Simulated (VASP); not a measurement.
# AlN (I-4m2) in VASP: settings compared

AlN is run at these levels: r2SCAN, HSE06; tasks: single point.

All numbers are computed with VASP 6.6.1; they aren't measurements. Logs are shortened: lines on timing, memory, paths and dates and some standing lists are left out, and cuts for length are marked.

**1. The cell of the first run**

Symmetry: I-4m2, No. 119, tetragonal system. Conventional cell: a = 3.121 Å, b = 3.121 Å, c = 4.323 Å, α = 90.00°, β = 90.00°, γ = 90.00°. Within 2.5 Å of Al (site symmetry -4m2) lie 4 N at 1.90 Å. N (site symmetry -4m2) has 4 Al at 1.90 Å within 2.5 Å.

**2. Single point, r2SCAN (epitaxial xy strain +1.0%)**

The input, POSCAR:

```
AlN
1.0
    0.0000000000      2.2067251766      2.1614008355
    2.2067251766      0.0000000000      2.1614008355
    2.2067251766      2.2067251766      0.0000000000
Al N
1 1
Direct
    0.0000000000      0.0000000000      0.0000000000
    0.2500000000      0.2500000000      0.2500000000
```

The input, INCAR.step1:

```
PREC = Accurate
ENCUT = 520
ISMEAR = 0
SIGMA = 0.01
LREAL = F
LASPH = T
NELM = 80
NBANDS = 11
GGA = PE
ALGO = Normal
EDIFF = 1E-4
LWAVE = T
LCHARG = F
```

The input, INCAR.step2:

```
PREC = Accurate
ENCUT = 520
EDIFF = 1E-6
ISMEAR = 0
SIGMA = 0.01
LREAL = F
LASPH = T
NELM = 80
ALGO = Normal
ISIF = 2
LWAVE = F
LCHARG = F
METAGGA = R2SCAN
LMIXTAU = T
NBANDS = 11
ISTART = 1
```

The input, KPOINTS:

```
Automatic mesh
0
Gamma
  10 10 10
```

Potentials or basis: VASP PAW PBE potentials, release 64 (Al, N).

Launch:

```bash
cat potpaw_PBE.64/Al/POTCAR potpaw_PBE.64/N/POTCAR > POTCAR
cp INCAR.step1 INCAR
mpirun -np 1 vasp_std > vasp.out
cp INCAR.step2 INCAR
mpirun -np 1 vasp_std > vasp.out
```

OUTCAR:

```text
PREC = Accurate
   ENCUT = 520
   EDIFF = 1E-6
   ISMEAR = 0
   LREAL = F
   LASPH = T
   NELM = 80
   ISIF = 2
   METAGGA = R2SCAN
   ISTART = 1

 ion  position               nearest neighbor table
   1  0.000  0.000  0.000-   2 1.90   2 1.90   2 1.90   2 1.90
   2  0.250  0.250  0.250-   1 1.90   1 1.90   1 1.90   1 1.90

  LATTYP: Found a body centered tetragonal cell.
 ALAT       =     3.1207806732
 C/A-ratio  =     1.3851667655

  Lattice vectors:

 A1 = (   0.0000000000,  -2.2067251766,  -2.1614008355)
 A2 = (   0.0000000000,   2.2067251766,  -2.1614008355)
 A3 = (   2.2067251766,   0.0000000000,   2.1614008355)

Analysis of symmetry for initial positions (statically):
=====================================================================
 Subroutine PRICEL returns:
 Original cell was already a primitive cell.

 Routine SETGRP: Setting up the symmetry group for a
 body centered tetragonal supercell.

 Subroutine GETGRP returns: Found  8 space group operations
 (whereof  8 operations were pure point group operations)
 out of a pool of 16 trial point group operations.

The static configuration has the point symmetry D_2d.

Analysis of symmetry for dynamics (positions and initial velocities):
=====================================================================
 Subroutine PRICEL returns:
 Original cell was already a primitive cell.

 Routine SETGRP: Setting up the symmetry group for a
 body centered tetragonal supercell.

 Subroutine GETGRP returns: Found  8 space group operations
 (whereof  8 operations were pure point group operations)
 out of a pool of 16 trial point group operations.

The dynamic configuration has the point symmetry D_2d.

 Subroutine INISYM returns: Found  8 space group operations
 (whereof  8 operations are pure point group operations),
 and found     1 'primitive' translations

----------------------------------------------------------------------------------------

                                     Primitive cell

  volume of cell :      21.0505

  direct lattice vectors                    reciprocal lattice vectors
     0.000000000  2.206725177  2.161400835    -0.226580095  0.226580095  0.231331455
     2.206725177  0.000000000  2.161400835     0.226580095 -0.226580095  0.231331455
     2.206725177  2.206725177  0.000000000     0.226580095  0.226580095 -0.231331455

  length of vectors
     3.088897793  3.088897793  3.120780673     0.395210477  0.395210477  0.395210477

  position of ions in fractional coordinates (direct lattice)
     0.000000000  0.000000000  0.000000000
     0.250000000  0.250000000  0.250000000

  ion indices of the primitive-cell ions
   primitive index   ion index
                 1           1
                 2           2

----------------------------------------------------------------------------------------

 KPOINTS: Automatic mesh

Automatic generation of k-mesh.
 Grid dimensions read from file:
 generate k-points for:   10   10   10

 Generating k-lattice:

  Cartesian coordinates                     Fractional coordinates (reciprocal lattice)
    -0.022658009  0.022658009  0.023133145     0.100000000  0.000000000  0.000000000
     0.022658009 -0.022658009  0.023133145     0.000000000  0.100000000  0.000000000
     0.022658009  0.022658009 -0.023133145     0.000000000  0.000000000  0.100000000

  Length of vectors
     0.039521048  0.039521048  0.039521048

  Shift w.r.t. Gamma in fractional coordinates (k-lattice)
     0.000000000  0.000000000  0.000000000

 Subroutine IBZKPT returns following result:
 ===========================================

 Found    102 irreducible k-points:

 Following reciprocal coordinates:
            Coordinates               Weight
  0.000000  0.000000  0.000000      1.000000
  0.100000  0.000000  0.000000      8.000000
  0.200000  0.000000  0.000000      8.000000
  0.300000  0.000000  0.000000      8.000000
  0.400000  0.000000  0.000000      8.000000
  0.500000 -0.000000  0.000000      4.000000
[... 16 lines left out ...]
  0.300000  0.300000  0.000000      2.000000
  0.400000  0.300000  0.000000      8.000000
 [... further k-points ...]
   k-points           NKPTS =    102   k-points in BZ     NKDIM =    102   number of bands    NBANDS=     11
   number of dos      NEDOS =    301   number of ions     NIONS =      2
   total plane-waves  NPLWV =  13824
   dimension x,y,z NGX =    24 NGY =   24 NGZ =   24
   dimension x,y,z NGXF=    48 NGYF=   48 NGZF=   48
   ions per type =               1   1
   NGX,Y,Z   is equivalent  to a cutoff of  12.92, 12.92, 12.78 a.u.
   NGXF,Y,Z  is equivalent  to a cutoff of  25.83, 25.83, 25.57 a.u.
 SYSTEM =  unknown system
   PREC   = accura    normal or accurate (medium, high low for compatibility)
   ISTART =      1    job   : 0-new  1-cont  2-samecut
   ICHARG =      0    charge: 1-file 2-atom 10-const
   ISPIN  =      1    spin polarized calculation?
   LNONCOLLINEAR =      F non collinear calculations
   LSORBIT =      F    spin-orbit coupling
   LASPH  =      T    aspherical Exc in radial PAW
   ENCUT  =  520.0 eV  38.22 Ry    6.18 a.u.   5.74  5.74  5.80*2*pi/ulx,y,z
   NELM   =     80;   NELMIN=  2; NELMDL=  0     # of ELM steps
   EDIFF  = 0.1E-05   stopping-criterion for ELM
   LREAL  =      F    real-space projection
   EDIFFG = 0.1E-04   stopping-criterion for IOM
   NSW    =      0    number of steps for IOM
   IBRION =     -1    ionic relax: 0-MD 1-quasi-New 2-CG
   NFREE  =      0    steps in history (QN), initial steepest desc. (CG)
   ISIF   =      2    stress and relaxation
   ISYM   =      2    0-nonsym 1-usesym 2-fastsym
   POTIM  = 0.5000    time-step for ionic-motion
   TEBEG  =    0.0;   TEEND  =   0.0 temperature during run
   PSTRESS=    0.0 pullay stress
   NELECT =       8.0000    total number of electrons
   NUPDOWN=      -1.0000    fix difference up-down
   EMIN   =  10.00;   EMAX   =-10.00  energy-range for DOS
   EFERMI =   0.00;   METHOD = LEGACY
   ISMEAR =     0;   SIGMA  =   0.01  broadening in eV -4-tet -1-fermi 0-gaus
   EFERMI_NEDOS =   21; number of points for ismear=-14 and -15
   IALGO  =     38    algorithm
   IMIX   =      4    mixing-type and parameters
     AMIX     =   0.40;   BMIX     =  1.00
     AMIX_MAG =   1.60;   BMIX_MAG =  1.00
  volume/ion in A,a.u.               =      10.53        71.03
  Fermi-wavevector in a.u.,A,eV,Ry     =   1.185817  2.240869 19.131985  1.406161
  Thomas-Fermi vector in A             =   2.322002
   LORBIT       =      0    0 simple, 1 ext, 2 COOP (PROOUT), +10 PAW based schemes
   METAGGA = R2SCAN    functional components
   LHFCALC =     F    Hartree Fock is set to
   AEXX    =    0.0000 exact exchange contribution
   IVDW    =     0    specifies the selected vdW correction
   LEPSILON=     F    determine dielectric tensor
   LRPA    =     F    only Hartree local field effects (RPA)
 non-spin polarized calculation
 Gauss-broadening in eV      SIGMA  =   0.01
  energy-cutoff  :      520.00
  volume of cell :       21.05
 maximum number of plane-waves:       580
   NGX = 11   NGY = 11   NGZ = 11

 number of electron       8.0000000 magnetization

 Free energy of the ion-electron system (eV)
  ---------------------------------------------------
  ext. energy  EPLUGINS =         0.00000000
  ---------------------------------------------------
  free energy    TOTEN  =       -19.17566547 eV

  energy without entropy =      -19.17566547  energy(sigma->0) =      -19.17566547

 E-fermi :   5.7948     XC(G=0): -11.3722

 val. band max:        5.6559522718   @ k =   0.0000   0.0000   0.0000
 cond. band min:       9.4650698818   @ k =   0.5000   0.5000   0.0000
 fundamental gap:      3.8091176100
 Fermi energy:         5.7947950913

 k-point     1 :       0.0000    0.0000    0.0000
  band No.  band energies     occupation
      1     -10.0836      2.00000
      2       5.5712      2.00000
      3       5.5712      2.00000
      4       5.6560      2.00000
      5      10.3932      0.00000
      6      18.9949      0.00000
      7      19.0255      0.00000
      8      19.0255      0.00000
      9      23.7049      0.00000
     10      24.3572      0.00000
     11      25.4790      0.00000

 k-point     2 :       0.1000    0.0000    0.0000
  band No.  band energies     occupation
      1      -9.9388      2.00000
      2       4.7981      2.00000
      3       5.5127      2.00000
      4       5.5831      2.00000
      5      11.0546      0.00000
      6      18.6257      0.00000
      7      19.1429      0.00000
      8      19.1704      0.00000
      9      22.5717      0.00000
     10      23.0393      0.00000
     11      24.9907      0.00000

 k-point     3 :       0.2000    0.0000    0.0000
  band No.  band energies     occupation
      1      -9.5282      2.00000
      2       3.1842      2.00000
      3       5.3670      2.00000
      4       5.4676      2.00000
      5      12.2210      0.00000
      6      17.8259      0.00000
      7      18.9348      0.00000
      8      19.1835      0.00000
      9      22.2414      0.00000
     10      22.3987      0.00000
     11      24.1074      0.00000

 k-point     4 :       0.3000    0.0000    0.0000
  band No.  band energies     occupation
      1      -8.9380      2.00000
      2       1.5256      2.00000
      3       5.1994      2.00000
      4       5.3361      2.00000
      5      13.1134      0.00000
      6      17.0673      0.00000
      7      18.1513      0.00000
      8      18.5505      0.00000
      9      23.3846      0.00000
     10      23.5167      0.00000
     11      23.9869      0.00000
[... 239 lines left out ...]
 k-point    22 :      -0.2000    0.2000    0.0000
  band No.  band energies     occupation
      1      -8.7565      2.00000
      2       1.8741      2.00000
      3       3.9792      2.00000
      4       5.2657      2.00000
      5      13.8667      0.00000
      6      16.1562      0.00000
      7      18.0892      0.00000
      8      18.7022      0.00000
      9      21.4607      0.00000
     10      25.0088      0.00000
     11      28.4686      0.00000

 k-point    23 :       0.3000    0.3000    0.0000
  band No.  band energies     occupation
      1      -8.5301      2.00000
      2       2.1289      2.00000
      3       4.2563      2.00000
      4       4.2563      2.00000
      5      11.6184      0.00000
      6      15.9365      0.00000
      7      18.6221      0.00000
      8      20.9855      0.00000
      9      20.9855      0.00000
     10      26.6123      0.00000
     11      30.3791      0.00000

 k-point    24 :       0.4000    0.3000    0.0000
  band No.  band energies     occupation
      1      -8.0798      2.00000
      2       1.4924      2.00000
      3       3.8326      2.00000
      4       4.0795      2.00000
      5      11.1454      0.00000
      6      15.7489      0.00000
      7      18.9909      0.00000
      8      21.0356      0.00000
      9      21.6518      0.00000
     10      27.7582      0.00000
     11      30.2802      0.00000

 [... further k-points ...]

------------------------ aborting loop because EDIFF is reached ----------------------------------------

  FORCE on cell =-STRESS in cart. coord.  units (eV):
  Direction    XX          YY          ZZ          XY          YZ          ZX
  --------------------------------------------------------------------------------------
  -------------------------------------------------------------------------------------
  Total       -0.4288262     -0.4288262     -0.0515807      0.0000000      0.0000000      0.0000000
  in kB      -32.6384952    -32.6384952     -3.9258679      0.0000000      0.0000000      0.0000000
  external PRESSURE =     -23.0676194 kB  Pullay stress =       0.0000000 kB

 VOLUME and BASIS-vectors are now :
 -----------------------------------------------------------------------------
  energy-cutoff  :      520.00
  volume of cell :       21.05
      direct lattice vectors                 reciprocal lattice vectors
     0.000000000  2.206725177  2.161400835    -0.226580095  0.226580095  0.231331455
     2.206725177  0.000000000  2.161400835     0.226580095 -0.226580095  0.231331455
     2.206725177  2.206725177  0.000000000     0.226580095  0.226580095 -0.231331455

 POSITION                                       TOTAL-FORCE (eV/Angst)
 -----------------------------------------------------------------------------------
      0.00000      0.00000      0.00000        -0.000000     -0.000000     -0.000000
      1.10336      1.10336      1.08070         0.000000      0.000000      0.000000
 -----------------------------------------------------------------------------------
    total drift:                               -0.000001     -0.000001      0.000001

  FREE ENERGIE OF THE ION-ELECTRON SYSTEM (eV)
  ---------------------------------------------------
  free  energy   TOTEN  =       -19.1756654664 eV

  energy  without entropy=      -19.1756654664  energy(sigma->0) =      -19.17566547
```

It took 24 s on 1 thread of Intel Xeon 6975P-C (Granite Rapids), shared host; peak memory 0.15 GiB.

Results:

```yaml
Free_energy: -19.1757 eV
Pressure: -2.3 GPa
Band_gap_on_the_k_mesh: 3.81 eV (least direct gap 4.74 eV)
```

Caveat: the cell differs from its parent crystal (epitaxial xy strain +1.0%); the PAW data sets were made with another functional, which shifts forces and pressure a little. A k mesh can miss the band edges.

**3. Single point, HSE06 (epitaxial xy strain -4.0%)**

The input, POSCAR:

```
AlN
1.0
    0.0000000000      2.0974813560      2.2683174736
    2.0974813560      0.0000000000      2.2683174736
    2.0974813560      2.0974813560      0.0000000000
Al N
1 1
Direct
    0.0000000000      0.0000000000      0.0000000000
    0.2500000000      0.2500000000      0.2500000000
```

The input, INCAR.step1:

```
SYSTEM = AlN
PREC     = Accurate       ! precision mode
ENCUT    = 520            ! plane-wave cutoff, eV
EDIFF    = 1E-5           ! SCF threshold, eV
ISMEAR   = 0              ! smearing method
SIGMA    = 0.01           ! smearing width, eV
LREAL    = .False.        ! projectors in reciprocal space
LASPH    = .True.         ! aspherical terms in the spheres
NELM     = 80             ! most SCF steps
ALGO     = Normal         ! electronic algorithm
ISIF     = 2              ! what is computed and relaxed
LWAVE    = .True.         ! write WAVECAR
GGA      = PE             ! functional
NBANDS   = 11             ! bands
```

The input, INCAR.step2:

```
SYSTEM = AlN
PREC     = Accurate       ! precision mode
ENCUT    = 520            ! plane-wave cutoff, eV
EDIFF    = 1E-6           ! SCF threshold, eV
ISMEAR   = 0              ! smearing method
SIGMA    = 0.01           ! smearing width, eV
LREAL    = .False.        ! projectors in reciprocal space
LASPH    = .True.         ! aspherical terms in the spheres
NELM     = 80             ! most SCF steps
ALGO     = Normal         ! electronic algorithm
ISIF     = 2              ! what is computed and relaxed
LWAVE    = .False.        ! write WAVECAR
LCHARG   = .True.         ! write CHGCAR
GGA      = PE             ! functional
LHFCALC  = .True.         ! exact exchange
HFSCREEN = 0.2079         ! screening, 1/A
PRECFOCK = Normal       
LELF     = .True.         ! ELF
LVHAR    = .True.       
ISTART   = 1            
NBANDS   = 11             ! bands
```

The input, KPOINTS:

```
regular mesh
0
Gamma
  8 8 8
  0 0 0
```

Potentials or basis: VASP PAW PBE potentials, release 64 (Al, N).

Launch:

```bash
cat potpaw_PBE.64/Al/POTCAR potpaw_PBE.64/N/POTCAR > POTCAR
cp INCAR.step1 INCAR
mpirun -np 1 vasp_std > vasp.out
cp INCAR.step2 INCAR
mpirun -np 1 vasp_std > vasp.out
```

Run time: 36 min. Hardware: 1 thread of Intel Xeon Platinum 8488C (Sapphire Rapids), shared host; peak memory 0.26 GiB.

It converged, with:

- Free energy: -17.3305 eV
- Pressure: 8.8 GPa
- Band gap on the k mesh: 4.31 eV (least direct gap 5.80 eV)

Stress tensor (GPa, compression positive):
```
13.47  0.00  0.00
 0.00 13.47  0.00
 0.00  0.00 -0.64
```

Levels at points of the mesh, in eV from the valence-band top:
| k point | band 1 | band 2 | band 3 | band 4 | band 5 | band 6 | band 7 | band 8 | band 9 |
| --- | --- | --- | --- | --- | --- | --- | --- | --- | --- |
| (0.00, 0.00, 0.00) | -16.93 | -0.44 | -0.04 | -0.04 | 5.76 | 14.51 | 14.51 | 14.56 | 18.10 |
| (0.50, 0.00, 0.00) | -14.59 | -6.73 | -1.11 | -0.34 | 8.78 | 11.77 | 12.54 | 13.67 | 20.12 |
| (0.50, 0.50, 0.00) | -14.14 | -6.20 | -1.70 | -1.70 | 4.73 | 10.98 | 15.54 | 18.66 | 18.66 |
| (0.50, 0.00, 0.50) | -13.74 | -5.39 | -2.40 | -2.40 | 4.31 | 9.76 | 16.68 | 16.97 | 19.29 |

Caveat: the cell differs from its parent crystal (epitaxial xy strain -4.0%); the cell stands under pressure; the PAW data sets were made with another functional, which shifts forces and pressure a little.

**4. Single point, HSE06 (epitaxial xy strain +1.0%)**

The input, POSCAR:

```
AlN
1.0
    0.0000000000      2.2067251766      2.1614008355
    2.2067251766      0.0000000000      2.1614008355
    2.2067251766      2.2067251766      0.0000000000
Al N
1 1
Direct
    0.0000000000      0.0000000000      0.0000000000
    0.2500000000      0.2500000000      0.2500000000
```

The input, INCAR.step1:

```
SYSTEM = AlN
PREC = Accurate
ENCUT = 520
EDIFF = 1E-5
ISMEAR = 0
SIGMA = 0.01
LREAL = .False.
LASPH = .True.
NELM = 80
ALGO = Normal
ISIF = 2
LWAVE = .True.
GGA = PE
NBANDS = 11
```

The input, INCAR.step2:

```
SYSTEM = AlN
PREC = Accurate
ENCUT = 520
EDIFF = 1E-6
ISMEAR = 0
SIGMA = 0.01
LREAL = .False.
LASPH = .True.
NELM = 80
ALGO = Normal
ISIF = 2
LWAVE = .False.
LCHARG = .True.
GGA = PE
LHFCALC = .True.
HFSCREEN = 0.2079
PRECFOCK = Normal
LELF = .True.
LVHAR = .True.
ISTART = 1
NBANDS = 11
```

KPOINTS is that of step 3.

Launch:

```bash
cat potpaw_PBE.64/Al/POTCAR potpaw_PBE.64/N/POTCAR > POTCAR
cp INCAR.step1 INCAR
mpirun -np 1 vasp_std > vasp.out
cp INCAR.step2 INCAR
mpirun -np 1 vasp_std > vasp.out
```

Run time: 63 min. Hardware: 1 thread of Oxide Virtual Turin-like, shared host; peak memory 0.23 GiB.

The run converged. Its results:

```yaml
Free_energy: -17.3916 eV
Pressure: -2.7 GPa
Band_gap_on_the_k_mesh: 4.42 eV (least direct gap 5.39 eV)
```

Stress tensor (GPa, compression positive):
```
-3.66  0.00  0.00
 0.00 -3.66  0.00
 0.00  0.00 -0.84
```

Levels at points of the mesh, in eV from the valence-band top:
```
           k point  band 1  band 2  band 3  band 4  band 5  band 6  band 7  band 8  band 9
(0.00, 0.00, 0.00)  -16.47   -0.08   -0.08    0.00    5.39   14.06   14.08   14.08   19.10
(0.50, 0.00, 0.00)  -14.32   -6.36   -0.68   -0.50    8.70   11.51   12.43   12.85   19.69
(0.50, 0.50, 0.00)  -13.59   -5.22   -2.12   -2.12    4.42    9.73   16.14   17.51   17.51
(0.50, 0.00, 0.50)  -13.68   -5.43   -1.94   -1.94    4.52   10.06   15.76   17.37   18.01
```

Caveat: the cell differs from its parent crystal (epitaxial xy strain +1.0%); the PAW data sets were made with another functional, which shifts forces and pressure a little. A k mesh can miss the band edges.

**5. The runs side by side**

| level | cell | k mesh | grid for exact exchange (PRECFOCK) | share of exact exchange | screening parameter | gap on the mesh (eV) | pressure (GPa) |
| --- | --- | --- | --- | --- | --- | --- | --- |
| r2SCAN | a = 3.089, b = 3.089, c = 3.121 Å, angles 59.7, 59.7, 60.7°, 2 atoms | 10 × 10 × 10 | - | - | - | 3.81 | -2.3 |
| HSE06 | a = 3.089, b = 3.089, c = 2.966 Å, angles 61.3, 61.3, 57.4°, 2 atoms | 8 × 8 × 8 | Normal | 0.25 | 0.2079 1/Å | 4.31 | 8.8 |
| HSE06 | a = 3.089, b = 3.089, c = 3.121 Å, angles 59.7, 59.7, 60.7°, 2 atoms | 8 × 8 × 8 | Normal | 0.25 | 0.2079 1/Å | 4.42 | -2.7 |

Alike in all rows: task single point; potentials or basis VASP PAW PBE potentials, release 64 (Al, N); no spin polarisation; cutoff (eV) 520; smearing gaussian 0.01 eV.

Caveats: the PAW data sets were made with another functional, which shifts forces and pressure a little; the cell stands under pressure (at least some runs).

Total energies depend on the potentials used, so only differences within one code and one set of settings carry meaning.
